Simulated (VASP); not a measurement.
Crystal: SrLi3.

```
Li Sr
1.0
     5.70095    0.00000    0.00000
    -2.85047    4.93716    0.00000
     0.00000    0.00000    5.15022
Li Sr
6 2
Direct
  0.31150 0.31150 0.25000
  0.00000 0.31150 0.75000
  0.68850 0.00000 0.25000
  0.68850 0.68850 0.75000
  0.00000 0.68850 0.25000
  0.31150 0.00000 0.75000
  0.00000 0.00000 0.00000
  0.00000 0.00000 0.50000
```

| Quantity | Value |
| --- | --- |
| Program | VASP 6.6.1 |
| Task | relaxation of cell and atoms |
| Functional | PBE |
| Potentials or basis | VASP PAW PBE potentials, release 64 (Li_sv, Sr_sv) |
| Cutoff | 600 eV |
| k mesh | 6 × 6 × 4 |
| Occupations | gaussian, width 0.1 eV |
| Spin | no spin polarisation |

At the start: pressure 22.9 GPa; volume 18.12 Å³/atom.

**Question.** How do energy, volume and symmetry change on relaxing?

**Answer.** Over 15 steps the energy falls by 1938.0 meV/atom and the volume is 28.58 Å³/atom (+57.7 %); space group P6_3/mcm (No. 193, to 0.1 Å) before, P6/mmm (No. 191, to 0.1 Å).

The path:
```
step  energy change (eV)  largest force (eV/Å)  pressure (GPa)  volume (Å³)
   1              0.0000                4.3016           22.94       144.96
   2             -9.7524                2.0691            6.29       205.97
   3            -12.5609                1.1525           -0.08       263.74
   4            -12.8277                0.9417           -1.49       285.85
   5            -12.8449                0.9070           -1.71       290.00
   6            -13.3225                0.8949           -1.31       274.25
   7            -14.3643                0.7971            0.66       230.38
   8            -13.6200                0.2689            9.94       156.89
   9            -14.4921                0.7325            2.89       202.28
  10            -14.9232                0.5186            2.10       206.98
  11            -15.3670                0.0440            0.29       220.32
  12            -15.4824                0.0105            0.19       224.73
  13            -15.5017                0.0446            0.12       227.27
  14            -15.5017                0.0464            0.12       227.40
  15            -15.5037                0.0380            0.03       228.64
```

Final structure:
```yaml
crystal:
  lattice:
    - [6.21503, 0.00000, 0.00000]
    - [-3.10751, 5.38237, 0.00000]
    - [0.00000, 0.00000, 6.83506]
  atoms:
    - { symbol: Li, position: [0.50412, 0.50412, 0.25000] }
    - { symbol: Li, position: [0.00000, 0.50412, 0.75000] }
    - { symbol: Li, position: [0.49588, 0.00000, 0.25000] }
    - { symbol: Li, position: [0.49588, 0.49588, 0.75000] }
    - { symbol: Li, position: [0.00000, 0.49588, 0.25000] }
    - { symbol: Li, position: [0.50412, 0.00000, 0.75000] }
    - { symbol: Sr, position: [0.00000, 0.00000, 0.00000] }
    - { symbol: Sr, position: [0.00000, 0.00000, 0.50000] }
```

Caveat: the cutoff is under 1.25 times the usual one of these potentials, so pressure, stress and relaxed cells hold a basis-set (Pulay) error; the volume moved by over 15 % at a fixed basis, so the end points are rough.
